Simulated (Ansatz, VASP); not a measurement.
## Au: VASP beside Ansatz

```
Au
1.0
     1.41131   -2.55593    0.00000
     1.41131    2.55593    0.00000
     0.00000    0.00000    4.89317
Au
2
Cartesian
  1.4113 -0.8451 1.2233
  1.4113 0.8451 3.6699
```

Alike in both runs: task single point; functional PBE; k mesh 6 × 6 × 4; no spin polarisation.

|  | VASP | Ansatz |
| --- | --- | --- |
| version | VASP 6.6.1 | Ansatz 0.2.0 |
| potentials or method | VASP PAW PBE potentials, release 64 (Au), cutoff 500 eV | scalar-relativistic, plane waves, PAW |
| occupations | methfessel-paxton of order 1, width 0.272114 eV | cold |
| valence electrons in the cell | 22 | 38 |

Ansatz gave:

- gap on the k mesh at the Fermi level (eV): none
- pressure (GPa): 3.6
- traceless stress, the component that is largest in VASP (GPa): -4.59
- rms of the force components (eV/Å): 0.008

Estimate VASP's values.

gap on the k mesh at the Fermi level (eV): none; pressure (GPa): 3.3; traceless stress, the component that is largest in VASP (GPa): -4.80; rms of the force components (eV/Å): 0.010.

Atom by atom the forces differ by 0.003 eV/Å (rms over components). A gap of «none» marks a metal or a gap that the smearing closes. VASP's potentials hold 22 valence electrons a cell and Ansatz's 38, so a difference there can come from the potentials and not from the codes.

The k mesh is coarse, so the values compare programs but aren't converged. Neither program's run includes spin-orbit coupling.
